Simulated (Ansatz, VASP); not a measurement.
**TaTeF2 in VASP and in Ansatz**

INCAR

```
SYSTEM = TaTeF2
PREC     = Accurate       ! precision mode
ENCUT    = 520            ! plane-wave cutoff, eV
EDIFF    = 1E-6           ! SCF threshold, eV
ISMEAR   = 0              ! smearing method
SIGMA    = 0.1            ! smearing width, eV
LREAL    = .FALSE.        ! projectors in reciprocal space
LASPH    = .TRUE.         ! aspherical terms in the spheres
NELM     = 60             ! most SCF steps
ALGO     = Normal         ! electronic algorithm
ISIF     = 2              ! what is computed and relaxed
LWAVE    = .FALSE.        ! write WAVECAR
LCHARG   = .TRUE.         ! write CHGCAR
GGA      = PE             ! functional
LELF     = .TRUE.         ! ELF
LVHAR    = .TRUE.       
NBANDS   = 24             ! bands
```

KPOINTS

```
Automatic mesh
0
G
  6 6 4
  0 0 0
```

POSCAR

```
TaTeF2
1.0
    3.8083462000      0.0000000000      0.0000000000
   -1.9041731000      3.2981245600      0.0000000000
    0.0000000000      0.0000000000      5.8301723000
Ta Te F
1 1 2
Direct
    0.0000000000      0.0000000000      0.5000000000
    0.0000000000      0.0000000000      0.0000000000
    0.3333333300      0.6666666700      0.0000000000
    0.6666666700      0.3333333300      0.0000000000
```

Input for Ansatz:

```yaml
crystal:
  lattice:
    - [3.8083462, 0.0, 0.0]
    - [-1.9041731, 3.29812456, 0.0]
    - [0.0, 0.0, 5.8301723]
  atoms:
    - { symbol: Ta, position: [0.0, 0.0, 0.5] }
    - { symbol: Te, position: [0.0, 0.0, 0.0] }
    - { symbol: F, position: [0.33333333, 0.66666667, 0.0] }
    - { symbol: F, position: [0.66666667, 0.33333333, 0.0] }
basis:
  ecutwfc: 420
kpoints:
  mp_grid: { grid: [6, 6, 4] }
hamiltonian:
  xc: pbe
scf:
  occupations: { method: gaussian, width: 0.1 }
  lower_state_search: "off"
output:
  forces: true
  stress: true
  eigenvalues: true
```

Alike in both runs: task single point; functional PBE; k mesh 6 × 6 × 4; occupations gaussian, width 0.1 eV; no spin polarisation.

|  | VASP | Ansatz |
| --- | --- | --- |
| version | VASP 6.6.1 | Ansatz 0.2.0 |
| potentials or method | VASP PAW PBE potentials, release 64 (Ta_pv, Te, F), cutoff 520 eV | scalar-relativistic, plane waves, PAW |
| valence electrons in the cell | 31 | 43 |

```tsv
	VASP	Ansatz	Ansatz less VASP
gap on the k mesh at the Fermi level (eV)	none	none	-
pressure (GPa)	5.7	6.3	+0.62
traceless stress, the component that is largest in VASP (GPa)	-9.58	-9.96	-0.376
```

A gap of «none» marks a metal or a gap that the smearing closes. The functional is the same, so the differences come from potentials, cutoffs and numerics. VASP's potentials hold 31 valence electrons a cell and Ansatz's 43, so a difference there can come from the potentials and not from the codes.

Neither program's run includes spin-orbit coupling.
